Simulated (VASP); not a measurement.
Write the native input for VASP 6.6.1 that does the following.

- Task: single point
- Functional: PBE
- Potentials or basis: VASP PAW PBE potentials, release 64 (Mn_pv, Sb)
- Cutoff: 520 eV
- k mesh: 12 × 12 × 8
- Occupations: gaussian, width 0.05 eV
- Spin: no spin polarisation
- Dipole correction: no
- Further INCAR settings: ALGO = Fast; EDIFF = 1e-06; NBANDS = 26

The structure of MnSb lies in POSCAR:

```
MnSb
1.0
    4.0896826256      0.0000000000      0.0000000000
   -2.0448413128      3.5417690472      0.0000000000
    0.0000000000      0.0000000000      4.7750232203
Mn Sb
2 2
Direct
    0.0000000000      0.0000000000      0.0000000000
    0.0000000000      0.0000000000      0.5000000000
    0.3333333333      0.6666666667      0.2500000000
    0.6666666667      0.3333333333      0.7500000000
```

The input as run:

INCAR

```
ALGO = Fast ; EDIFF = 1E-6
ENCUT = 520 ; GGA = PE
ISIF = 2 ; ISMEAR = 0
LASPH = T ; LCHARG = F
LREAL = F ; LWAVE = F
NBANDS = 26 ; NELM = 80
PREC = Accurate ; SIGMA = 0.05
```

KPOINTS

```
k-points
0
Gamma
  12 12 8
```

Potentials or basis: VASP PAW PBE potentials, release 64 (Mn_pv, Sb).

Command:

```bash
$ cat potpaw_PBE.64/Mn_pv/POTCAR potpaw_PBE.64/Sb/POTCAR > POTCAR
$ mpirun -np 1 vasp_std > vasp.out
```

Results of the run:

```yaml
Pressure: 2.8 GPa
Band_gap_on_the_k_mesh: zero (bands 18 and 19 overlap by 1.00 eV)
```

Caveat: spin-orbit coupling is left out, which moves the levels of the heavy elements; the run has no spin polarisation, though such a crystal can be magnetic.

Run time: 3.4 min on 1 thread of Oxide Virtual Turin-like Processor, with other jobs on the host, peak memory 0.25 GiB.
